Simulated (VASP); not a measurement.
Here is a VASP 6.6.1 calculation.

INCAR

```
  PREC = Accurate
  ENCUT = 500
  EDIFF = 1E-6
  ISMEAR = 0
  SIGMA = 0.1
  LREAL = F
  LASPH = T
  NELM = 200
  ALGO = Normal
  ISIF = 2
  LWAVE = F
  LCHARG = F
  GGA = PE
  NBANDS = 26
  GGA_COMPAT = F
  LMAXMIX = 6
```

KPOINTS

```
regular mesh
0
Gamma
  12 12 12
```

POSCAR

```
Sm3H2
1.0
    3.0778920253      1.7770217880      4.0430606537
   -3.0778920253      1.7770217880      4.0430606537
    0.0000000000     -3.5540435800      4.0430606519
Sm H
3 2
Direct
    0.3379820838      0.3379820838      0.3379820838
    0.6620179162      0.6620179162      0.6620179162
    0.0000000000      0.0000000000      0.0000000000
    0.8269813053      0.8269813053      0.8269813053
    0.1730186947      0.1730186947      0.1730186947
```

Potentials or basis: VASP PAW PBE potentials, release 64 (Sm_3, H), 4f in core.

Run with:

```console
$ cat potpaw_PBE.64/Sm_3/POTCAR potpaw_PBE.64/H/POTCAR > POTCAR
$ mpirun -np 1 vasp_std > vasp.out
```

Estimate the pressure.

0.2 GPa.

Predict the largest force.

0.037 eV/Å.

Estimate the band gap on the k mesh.

zero (an odd number of electrons rules out a gap without spin polarisation).

Forces on the atoms (eV/Å):
```
Sm   0.000  0.000  0.037
Sm   0.000  0.000 -0.037
Sm   0.000  0.000  0.000
H    0.000  0.000  0.002
H    0.000  0.000 -0.002
```

Caveat: spin-orbit coupling is left out, which moves the levels of the heavy elements; the 4f electrons are frozen in the core, so they carry no moment and show no levels. Spin polarisation is off, so any magnetic state and its effect on volume and gap are missing.
